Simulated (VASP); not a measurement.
# Al2O3 (R-3c) in VASP: a series of runs, part 2 of 2

VASP 6.6.1. The steps go on from the part before.

### Step 4. Single point, b88 exchange, pbe correlation

This run uses another cell than the first one, of 9.01 Å³/atom.

File INCAR:

```
SYSTEM = Al2O3
PREC = Accurate
ENCUT = 600
EDIFF = 1E-6
ISMEAR = -1
SIGMA = 0.05
LREAL = .FALSE.
LASPH = .TRUE.
NELM = 120
ALGO = Normal
ISIF = 2
LWAVE = .FALSE.
LCHARG = .FALSE.
GGA = LIBXC
LIBXC1 = GGA_X_B88
LIBXC2 = GGA_C_PBE
NBANDS = 35
GGA_COMPAT = .FALSE.
```

File KPOINTS:

```
regular mesh
0
G
  7 7 7
  0 0 0
```

File POSCAR:

```
Al2O3
1.0
    2.4269334206      1.4011906636      4.4168267984
   -2.4269334206      1.4011906636      4.4168267984
    0.0000000000     -2.8023813274      4.4168267984
Al O
4 6
Direct
    0.8521600000      0.8521600000      0.8521600000
    0.6478400000      0.6478400000      0.6478400000
    0.1478400000      0.1478400000      0.1478400000
    0.3521600000      0.3521600000      0.3521600000
    0.0566800000      0.7500000000      0.4433200000
    0.7500000000      0.4433200000      0.0566800000
    0.4433200000      0.0566800000      0.7500000000
    0.9433200000      0.2500000000      0.5566800000
    0.2500000000      0.5566800000      0.9433200000
    0.5566800000      0.9433200000      0.2500000000
```

Potentials or basis: VASP PAW PBE potentials, release 64 (Al, O).

Command:

```console
$ cat potpaw_PBE.64/Al/POTCAR potpaw_PBE.64/O/POTCAR > POTCAR
$ mpirun -np 1 vasp_std > vasp.out
```

OUTCAR:

```text
SYSTEM = Al2O3
   PREC = Accurate
   ENCUT = 600
   EDIFF = 1E-6
   ISMEAR = -1
   LREAL = .FALSE.
   LASPH = .TRUE.
   NELM = 120
   ISIF = 2
   GGA = LIBXC

 ion  position               nearest neighbor table
   1  0.852  0.852  0.852-   8 1.89  10 1.89   9 1.89   6 2.01   7 2.01   5 2.01   2 2.71   3 2.85
                             3 2.85   3 2.85   2 3.28   2 3.28   2 3.28
   2  0.648  0.648  0.648-   9 1.89  10 1.89   8 1.89   5 2.01   7 2.01   6 2.01   1 2.71   4 2.85
                             4 2.85   4 2.85   1 3.28   1 3.28   1 3.28
   3  0.148  0.148  0.148-   5 1.89   7 1.89   6 1.89   9 2.01  10 2.01   8 2.01   4 2.71   1 2.85
                             1 2.85   1 2.85   4 3.28   4 3.28   4 3.28
   4  0.352  0.352  0.352-   6 1.89   7 1.89   5 1.89   8 2.01  10 2.01   9 2.01   3 2.71   2 2.85
                             2 2.85   2 2.85   3 3.28   3 3.28   3 3.28
   5  0.057  0.750  0.443-   3 1.89   4 1.89   2 2.01   1 2.01
   6  0.750  0.443  0.057-   4 1.89   3 1.89   1 2.01   2 2.01
   7  0.443  0.057  0.750-   3 1.89   4 1.89   1 2.01   2 2.01
   8  0.943  0.250  0.557-   1 1.89   2 1.89   4 2.01   3 2.01
   9  0.250  0.557  0.943-   2 1.89   1 1.89   3 2.01   4 2.01
  10  0.557  0.943  0.250-   1 1.89   2 1.89   3 2.01   4 2.01

[... 209 lines left out ...]
 k-point     1 :       0.0000    0.0000    0.0000
  band No.  band energies     occupation
      1     -13.3480      2.00000
      2     -11.2371      2.00000
      3     -10.9922      2.00000
      4     -10.9922      2.00000
      5     -10.7014      2.00000
      6     -10.7014      2.00000
[... 901 lines left out ...]
     34      18.5461      0.00000
     35      18.8524      0.00000

 [... further k-points ...]
[... 5 lines left out ...]
  --------------------------------------------------------------------------------------
  -------------------------------------------------------------------------------------
  Total       -3.8946475     -3.8946475     -3.6438344     -0.0000000      0.0000000      0.0000000
  in kB      -69.2407909    -69.2407909    -64.7817240     -0.0000000      0.0000000      0.0000000
  external PRESSURE =     -67.7544353 kB  Pullay stress =       0.0000000 kB

 VOLUME and BASIS-vectors are now :
 -----------------------------------------------------------------------------
  energy-cutoff  :      600.00
  volume of cell :       90.12
      direct lattice vectors                 reciprocal lattice vectors
     2.426933421  1.401190664  4.416826798     0.206021309  0.118946458  0.075468962
    -2.426933421  1.401190664  4.416826798    -0.206021309  0.118946458  0.075468962
     0.000000000 -2.802381327  4.416826798     0.000000000 -0.237892916  0.075468962

 POSITION                                       TOTAL-FORCE (eV/Angst)
 -----------------------------------------------------------------------------------
      0.00000     -0.00000     11.29153         0.000000     -0.000000      0.010498
      0.00000     -0.00000      8.58419         0.000000      0.000000     -0.010498
      0.00000     -0.00000      1.95895         0.000000      0.000000     -0.010498
      0.00000     -0.00000      4.66629         0.000000     -0.000000      0.010498
     -1.68264     -0.11204      5.52103        -0.042304     -0.073272     -0.000000
      0.74429      1.51323      5.52103        -0.042304      0.073272     -0.000000
      0.93835     -1.40119      5.52103         0.084607     -0.000000      0.000000
      1.68264      0.11204      7.72945         0.042304      0.073272     -0.000000
     -0.74429     -1.51323      7.72945         0.042304     -0.073272     -0.000000
     -0.93835      1.40119      7.72945        -0.084607     -0.000000     -0.000000
 -----------------------------------------------------------------------------------
    total drift:                               -0.000000      0.000000     -0.000000

  FREE ENERGIE OF THE ION-ELECTRON SYSTEM (eV)
  ---------------------------------------------------
  free  energy   TOTEN  =       -73.7619035468 eV

  energy  without entropy=      -73.7619035467  energy(sigma->0) =      -73.76190355
```

stdout:

```text
POSCAR found type information on POSCAR AlO
 POSCAR found :  2 types and      10 ions
 scaLAPACK will be used
 -----------------------------------------------------------------------------
|                                                                             |
|                                                                             |
|     You enforced a specific xc type in the INCAR file but a different       |
|     I HOPE YOU KNOW WHAT YOU ARE DOING!                                     |
|                                                                             |
 -----------------------------------------------------------------------------

 LDA part: xc-table for (None,None), standard interpolation
 POSCAR, INCAR and KPOINTS ok, starting setup
 FFT: planning ... GRIDC
 FFT: planning ... GRID_SOFT
 FFT: planning ... GRID
 WAVECAR not read
 entering main loop
```

Wall time 7.2 min (1 thread of AMD EPYC 7R43 (Zen 3), shared host); peak memory 0.27 GiB.

Results:

```yaml
Free_energy: -73.7619 eV
Pressure: -6.8 GPa
Largest_force: 0.085 eV/Å
Band_gap_on_the_k_mesh: 5.54 eV
```

Forces in eV/Å, atoms in the order of the input:
```
Al   0.000  0.000  0.010
Al   0.000  0.000 -0.010
Al   0.000  0.000 -0.010
Al   0.000  0.000  0.010
O   -0.042 -0.073  0.000
O   -0.042  0.073  0.000
O    0.085  0.000  0.000
O    0.042  0.073  0.000
O    0.042 -0.073  0.000
O   -0.085  0.000  0.000
```

Stress tensor (GPa, compression positive):
```
-6.92  0.00  0.00
 0.00 -6.92  0.00
 0.00  0.00 -6.48
```

Levels at points of the mesh, in eV from the valence-band top:
```
           k point  band 22  band 23  band 24  band 25  band 26  band 27
(0.00, 0.00, 0.00)    -0.03    -0.03     0.00     5.54     8.72    10.06
```

Caveat: the cell stands under tension; the PAW data sets were made with another functional, which shifts forces and pressure a little; an odd mesh through Γ misses points on the zone boundary, where band edges can lie.

### Step 5. Single point, revPBE+D4

This run uses another cell than the first one, of 8.16 Å³/atom.

File INCAR:

```
SYSTEM = Al2O3
  PREC = Accurate
  ENCUT = 520
  EDIFF = 1E-6
  ISMEAR = -1
  SIGMA = 0.05
  LREAL = .FALSE.
  LASPH = .TRUE.
  NELM = 60
  ALGO = Normal
  ISIF = 2
  LWAVE = .FALSE.
  LCHARG = .FALSE.
  GGA = RE
  IVDW = 13
  NBANDS = 35
```

File KPOINTS:

```
Automatic mesh
0
G
  7 7 7
  0 0 0
```

Changes to POSCAR since step 4:

```diff
@@ -2,5 +2,5 @@
 1.0
-    2.4269334206      1.4011906636      4.4168267984
-   -2.4269334206      1.4011906636      4.4168267984
-    0.0000000000     -2.8023813274      4.4168267984
+    2.3480805160      1.3556649179      4.2733207511
+   -2.3480805160      1.3556649179      4.2733207511
+    0.0000000000     -2.7113298360      4.2733207511
 Al O
```

Command:

```console
$ cat potpaw_PBE.64/Al/POTCAR potpaw_PBE.64/O/POTCAR > POTCAR
$ mpirun -np 1 vasp_std > vasp.out
```

It took 1.8 min on 1 thread of Intel Xeon 6975P-C (Granite Rapids), shared host; peak memory 0.27 GiB.

It converged, with:

```
Free energy                : -76.6691 eV
Pressure                   : 11.1 GPa
Largest force              : 0.077 eV/Å
Band gap on the k mesh     : 6.81 eV
Dispersion energy per atom : -0.561 eV
```

Forces on the atoms (eV/Å):
```
Al   0.000  0.000 -0.034
Al   0.000  0.000  0.034
Al   0.000  0.000  0.034
Al   0.000  0.000 -0.034
O    0.039  0.067  0.000
O    0.039 -0.067  0.000
O   -0.077  0.000  0.000
O   -0.039 -0.067  0.000
O   -0.039  0.067  0.000
O    0.077  0.000  0.000
```

Stress tensor (GPa, compression positive):
```
11.55  0.00  0.00
 0.00 11.55  0.00
 0.00  0.00 10.06
```

Levels at points of the mesh, in eV from the valence-band top:
| k point | band 20 | band 21 | band 22 | band 23 | band 24 | band 25 | band 26 | band 27 | band 28 | band 29 |
| --- | --- | --- | --- | --- | --- | --- | --- | --- | --- | --- |
| (0.00, 0.00, 0.00) | -0.55 | -0.55 | -0.05 | -0.05 | 0.00 | 6.81 | 9.54 | 11.39 | 11.95 | 11.95 |

Caveat: the cell stands under pressure; the PAW data sets were made with another functional, which shifts forces and pressure a little; an odd mesh through Γ misses points on the zone boundary, where band edges can lie.

### Step 6. Summary

| task | level | potentials or basis | cell | k mesh | cutoff (eV) | smearing | tolerance level | purpose | passes | dipole correction | gap on the mesh (eV) | pressure (GPa) | largest force (eV/Å) |
| --- | --- | --- | --- | --- | --- | --- | --- | --- | --- | --- | --- | --- | --- |
| relaxation of cell and atoms | MS2 | VASP PAW PBE potentials, release 64 (Al_GW, O_GW) | relaxed from a = 5.130 Å, angles 55.3°, 10 atoms | 6 × 6 × 6 | 690 | gaussian 0.03 eV | standard | choice of potentials | 2 | - | 6.75 | 0.0 | - |
| single point | PBE | VASP PAW PBE potentials, release 64 (Al, O) | a = 5.130 Å, angles 55.3°, 10 atoms | 4 × 4 × 4 | 520 | fermi-dirac 0.03 eV | - | - | - | no | 6.22 | 7.2 | 0.03 |
| single point | b88 exchange, pbe correlation | VASP PAW PBE potentials, release 64 (Al, O) | a = 5.231 Å, angles 55.3°, 10 atoms | 7 × 7 × 7 | 600 | fermi-dirac 0.05 eV | - | - | - | no | 5.54 | -6.8 | 0.08 |
| single point | revPBE+D4 | VASP PAW PBE potentials, release 64 (Al, O) | a = 5.061 Å, angles 55.3°, 10 atoms | 7 × 7 × 7 | 520 | fermi-dirac 0.05 eV | - | - | - | no | 6.81 | 11.1 | 0.08 |

Alike in all rows: no spin polarisation.

Caveats: the PAW data sets were made with another functional, which shifts forces and pressure a little (at least some runs); the cell stands under pressure (at least some runs); an odd mesh through Γ misses points on the zone boundary, where band edges can lie (at least some runs); the cell stands under tension (at least some runs).

Total energies depend on the potentials used, so only differences within one code and one set of settings carry meaning.
